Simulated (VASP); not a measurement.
# TiAl2C2 (I4/mmm) in VASP: single point with PBE

Aim: the single point of TiAl2C2 with PBE.

Program: VASP 6.6.1. These are calculated values, not measurements. Logs are shortened: lines on timing, memory, paths and dates and some standing lists are left out, and cuts for length are marked.

### 1 The cell of the first run

Symmetry: I4/mmm, No. 139, tetragonal system. Conventional cell: a = 3.901 Å, b = 3.901 Å, c = 7.692 Å, α = 90.00°, β = 90.00°, γ = 90.00°. Ti (site symmetry 4/mmm) has 10 Al at 2.56 to 3.04 Å and 8 C at 2.74 Å within 3.4 Å. Within 2.7 Å of Al (site symmetry 4mm) lie 4 C at 2.05 Å and 1 Ti at 2.56 Å and 1 Al at 2.58 Å. C (site symmetry -4m2) has 4 Al at 2.05 Å within 2.7 Å.

### 2 Single point, PBE, collinear spin, ferromagnetic start

INCAR reads:

```
ALGO = Normal ; EDIFF = 1E-7
ENCUT = 520 ; GGA = PE
ISIF = 2 ; ISMEAR = 0
ISPIN = 2 ; LASPH = True
LCHARG = False ; LMAXMIX = 4
LORBIT = 11 ; LREAL = False
LWAVE = False ; MAGMOM = 1 0 0 0 0
NBANDS = 25 ; NELM = 150
PREC = Accurate ; SIGMA = 0.1
```

KPOINTS reads:

```
k-points
0
Gamma
  6 6 6
```

POSCAR reads:

```
TiAl2C2
1.0
   -1.9506656495      1.9506656495      3.8462059340
    1.9506656495     -1.9506656495      3.8462059340
    1.9506656495      1.9506656495     -3.8462059340
Ti Al C
1 2 2
Direct
    0.0000000000      0.0000000000      0.0000000000
    0.3325616304      0.3325616304      0.0000000000
    0.6674383696      0.6674383696      0.0000000000
    0.7500000000      0.2500000000      0.5000000000
    0.2500000000      0.7500000000      0.5000000000
```

Potentials or basis: VASP PAW PBE potentials, release 64 (Ti_sv, Al, C).

Launch:

```
cat potpaw_PBE.64/Ti_sv/POTCAR potpaw_PBE.64/Al/POTCAR potpaw_PBE.64/C/POTCAR > POTCAR
mpirun -np 1 vasp_std > vasp.out
```

OUTCAR:

```text
EDIFF = 1E-7
   ENCUT = 520
   GGA = PE
   ISIF = 2
   ISMEAR = 0
   ISPIN = 2
   LASPH = True
   LORBIT = 11
   LREAL = False
   NELM = 150
   PREC = Accurate

 ion  position               nearest neighbor table
   1  0.000  0.000  0.000-   2 2.56   3 2.56   3 3.04   3 3.04   3 3.04   2 3.04   2 3.04   2 3.04
                             3 3.04   2 3.04
   2  0.333  0.333  0.000-   5 2.05   4 2.05   4 2.05   5 2.05   1 2.56   3 2.58   3 3.04   3 3.04
                             3 3.04   3 3.04   1 3.04   1 3.04   1 3.04   1 3.04
   3  0.667  0.667  0.000-   5 2.05   4 2.05   4 2.05   5 2.05   1 2.56   2 2.58   2 3.04   2 3.04
                             2 3.04   2 3.04   1 3.04   1 3.04   1 3.04   1 3.04
   4  0.750  0.250  0.500-   2 2.05   3 2.05   2 2.05   3 2.05
   5  0.250  0.750  0.500-   2 2.05   3 2.05   2 2.05   3 2.05

  LATTYP: Found a body centered tetragonal cell.
 ALAT       =     3.9013312990
 C/A-ratio  =     1.9717402288

  Lattice vectors:

 A1 = (  -1.9506656495,   1.9506656495,   3.8462059340)
 A2 = (   1.9506656495,  -1.9506656495,   3.8462059340)
 A3 = (   1.9506656495,   1.9506656495,  -3.8462059340)

Analysis of symmetry for initial positions (statically):
=====================================================================
 Subroutine PRICEL returns:
 Original cell was already a primitive cell.

 Routine SETGRP: Setting up the symmetry group for a
 body centered tetragonal supercell.

 Subroutine GETGRP returns: Found 16 space group operations
 (whereof 16 operations were pure point group operations)
 out of a pool of 16 trial point group operations.

The static configuration has the point symmetry D_4h.

Analysis of symmetry for dynamics (positions and initial velocities):
=====================================================================
 Subroutine PRICEL returns:
 Original cell was already a primitive cell.

 Routine SETGRP: Setting up the symmetry group for a
 body centered tetragonal supercell.

 Subroutine GETGRP returns: Found 16 space group operations
 (whereof 16 operations were pure point group operations)
 out of a pool of 16 trial point group operations.

The dynamic configuration has the point symmetry D_4h.

Analysis of structural, dynamic, and magnetic symmetry:
=====================================================================
 Subroutine PRICEL returns:
 Original cell was already a primitive cell.

 Routine SETGRP: Setting up the symmetry group for a
[... 137 lines left out ...]
   GGA     = PE    functional components
   LHFCALC =     F    Hartree Fock is set to
   AEXX    =    0.0000 exact exchange contribution
   IVDW    =     0    specifies the selected vdW correction
   LEPSILON=     F    determine dielectric tensor
   LRPA    =     F    only Hartree local field effects (RPA)
 spin polarized calculation
 Gauss-broadening in eV      SIGMA  =   0.10
  energy-cutoff  :      520.00
  volume of cell :       58.54
 maximum number of plane-waves:      1588
   NGX = 17   NGY = 17   NGZ = 17

 number of electron      26.0000000 magnetization       1.0000000

 number of electron      26.0000001 magnetization      -0.8912548

 Free energy of the ion-electron system (eV)
  ---------------------------------------------------
  ext. energy  EPLUGINS =         0.00000000
  ---------------------------------------------------
  free energy    TOTEN  =       -30.86979801 eV

  energy without entropy =      -30.85629669  energy(sigma->0) =      -30.86304735

 E-fermi :   8.7188     XC(G=0): -11.3589

 val. band max:        8.7141378235   @ k =   0.5000   0.5000   0.5000
 cond. band min:       8.7341928407   @ k =   0.5000   0.5000   0.3333
 fundamental gap:      0.0200550172
 Fermi energy:         8.7187953144

 spin component 1

 k-point     1 :       0.0000    0.0000    0.0000
  band No.  band energies     occupation
      1     -48.3959      1.00000
      2     -24.7085      1.00000
      3     -24.6441      1.00000
      4     -24.6441      1.00000
      5      -5.3225      1.00000
      6       0.2979      1.00000
[... 661 lines left out ...]
     24      18.3184      0.00000
     25      18.8405      0.00000

 [... further k-points ...]

 spin component 2

 k-point     1 :       0.0000    0.0000    0.0000
  band No.  band energies     occupation
      1     -49.1148      1.00000
      2     -25.4031      1.00000
      3     -25.3769      1.00000
      4     -25.3769      1.00000
      5      -5.3477      1.00000
      6       0.3343      1.00000
[... 661 lines left out ...]
     24      18.2401      0.00000
     25      18.6297      0.00000

 [... further k-points ...]
[... 5 lines left out ...]
  --------------------------------------------------------------------------------------
  -------------------------------------------------------------------------------------
  Total       -0.0971534     -0.0971534      0.8303972      0.0000000      0.0000000      0.0000000
  in kB       -2.6589519     -2.6589519     22.7267974      0.0000000      0.0000000      0.0000000
  external PRESSURE =       5.8029645 kB  Pullay stress =       0.0000000 kB

 VOLUME and BASIS-vectors are now :
 -----------------------------------------------------------------------------
  energy-cutoff  :      520.00
  volume of cell :       58.54
      direct lattice vectors                 reciprocal lattice vectors
    -1.950665650  1.950665650  3.846205934     0.000000000  0.256322758  0.129998239
     1.950665650 -1.950665650  3.846205934     0.256322758  0.000000000  0.129998239
     1.950665650  1.950665650 -3.846205934     0.256322758  0.256322758  0.000000000

 POSITION                                       TOTAL-FORCE (eV/Angst)
 -----------------------------------------------------------------------------------
      0.00000      0.00000      0.00000        -0.000000     -0.000000     -0.000000
      0.00000      0.00000      2.55820         0.000000      0.000000      0.163447
      0.00000      0.00000      5.13421         0.000000      0.000000     -0.163447
      0.00000      1.95067      1.92310        -0.000000     -0.000000     -0.000000
      1.95067      0.00000      1.92310        -0.000000     -0.000000     -0.000000
 -----------------------------------------------------------------------------------
    total drift:                                0.000000      0.000000      0.000000

  FREE ENERGIE OF THE ION-ELECTRON SYSTEM (eV)
  ---------------------------------------------------
  free  energy   TOTEN  =       -30.8697980114 eV

  energy  without entropy=      -30.8562966896  energy(sigma->0) =      -30.86304735

 total charge

# of ion       s       p       d       tot
------------------------------------------
    1        2.123   6.059   1.943  10.124
    2        0.383   0.443   0.000   0.825
    3        0.383   0.443   0.000   0.825
    4        0.907   1.458   0.000   2.365
    5        0.907   1.458   0.000   2.365
--------------------------------------------------
tot          4.702   9.861   1.943  16.506

 magnetization (x)

# of ion       s       p       d       tot
------------------------------------------
    1       -0.011  -0.009  -0.732  -0.751
    2        0.004   0.006   0.000   0.010
    3        0.004   0.006   0.000   0.010
    4       -0.003   0.015   0.000   0.012
    5       -0.003   0.015   0.000   0.012
--------------------------------------------------
tot         -0.008   0.032  -0.732  -0.708
```

OSZICAR:

```text
N       E                     dE             d eps       ncg     rms          rms(c)
DAV:   1     0.179466091112E+03    0.17947E+03   -0.11303E+04  3000   0.102E+03
DAV:   2    -0.239261746386E+02   -0.20339E+03   -0.19038E+03  3130   0.286E+02
DAV:   3    -0.415134140346E+02   -0.17587E+02   -0.17076E+02  4239   0.786E+01
[... 15 lines left out ...]
DAV:  19    -0.308698007596E+02   -0.30327E-04   -0.14736E-04  3734   0.521E-02    0.187E-02
DAV:  20    -0.308697983359E+02    0.24237E-05   -0.12990E-05  3407   0.217E-02    0.807E-03
DAV:  21    -0.308697980563E+02    0.27965E-06   -0.13902E-06  3619   0.571E-03    0.295E-03
DAV:  22    -0.308697979434E+02    0.11294E-06   -0.47253E-07  2931   0.313E-03    0.203E-03
DAV:  23    -0.308697980114E+02   -0.68040E-07   -0.14577E-07  1645   0.176E-03
   1 F= -.30869798E+02 E0= -.30863047E+02  d E =-.135013E-01  mag=    -0.8913
```

Wall time 2.7 min (1 thread of AMD EPYC 7R13 (Zen 3), shared host); peak memory 0.25 GiB.

Results:

```yaml
Free_energy: -30.8698 eV
Pressure: 0.6 GPa
Largest_force: 0.163 eV/Å
Net_moment: -0.89 μB per cell
Site_moments: Ti -0.75; Al +0.01; C +0.01 μB
Valence_electrons_inside_the_program's_atomic_spheres: Ti 10.12; Al 0.82; C 2.37
```

Forces on the atoms (eV/Å):
```
Ti   0.000  0.000  0.000
Al   0.000  0.000  0.163
Al   0.000  0.000 -0.163
C    0.000  0.000  0.000
C    0.000  0.000  0.000
```

Caveat: the k points lie up to 0.38 Å⁻¹ apart.
